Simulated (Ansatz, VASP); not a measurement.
PtSe2: VASP beside Ansatz

INCAR

```
PREC = Accurate ; ENCUT = 520
EDIFF = 1E-6 ; ISMEAR = 0
SIGMA = 0.028000000000000004 ; LREAL = False
LASPH = True ; NELM = 80
ALGO = Normal ; ISIF = 2
LWAVE = False ; LCHARG = False
GGA = PE ; NBANDS = 18
```

File KPOINTS:

```
Automatic mesh
0
Gamma
  8 8 5
```

File POSCAR:

```
PtSe2
1.0
    3.7240000000      0.0000000000      0.0000000000
   -1.8620000000      3.2250786037      0.0000000000
    0.0000000000      0.0000000000      5.0620000000
Pt Se
1 2
Direct
    0.0000000000      0.0000000000      0.0000000000
    0.6666666667      0.3333333333      0.7500000000
    0.3333333333      0.6666666667      0.2500000000
```

input.yaml

```yaml
crystal:
  lattice:
    - [3.724, 0.0, 0.0]
    - [-1.862, 3.2250786037, 0.0]
    - [0.0, 0.0, 5.062]
  atoms:
    - { symbol: Pt, position: [0.0, 0.0, 0.0] }
    - { symbol: Se, position: [0.6666666667, 0.3333333333, 0.75] }
    - { symbol: Se, position: [0.3333333333, 0.6666666667, 0.25] }
hamiltonian:
  xc: pbe
  pseudopotentials: { kind: paw }
kpoints:
  mp_grid: { grid: [8, 8, 5] }
scf:
  occupations: { method: gaussian, width: 0.028 }
output:
  forces: true
  stress: true
  eigenvalues: true
```

Alike in both runs: task single point; functional PBE; k mesh 8 × 8 × 5; occupations gaussian, width 0.028 eV; no spin polarisation.

|  | VASP | Ansatz |
| --- | --- | --- |
| version | VASP 6.6.1 | Ansatz 0.2.0 |
| potentials or method | VASP PAW PBE potentials, release 64 (Pt, Se) | Ansatz PAW |
| plane-wave cutoff (eV) | 520 | 420 |
| valence electrons in the cell | 22 | 50 |

|  | VASP | Ansatz | Ansatz less VASP |
| --- | --- | --- | --- |
| gap on the k mesh at the Fermi level (eV) | none | none | - |
| pressure (GPa) | 7.3 | 7.3 | +0.01 |
| traceless stress, the component that is largest in VASP (GPa) | -1.16 | -1.15 | +0.009 |
| rms of the force components (eV/Å) | 0.272 | 0.269 | -0.0030 |

Atom by atom the forces differ by 0.003 eV/Å (rms over components). A gap of «none» marks a metal or a gap that the smearing closes. With one functional, cell and mesh, what is left measures potentials, basis and numerics. VASP's potentials hold 22 valence electrons a cell and Ansatz's 50, so a difference there can come from the potentials and not from the codes.

Spin-orbit coupling is off throughout.
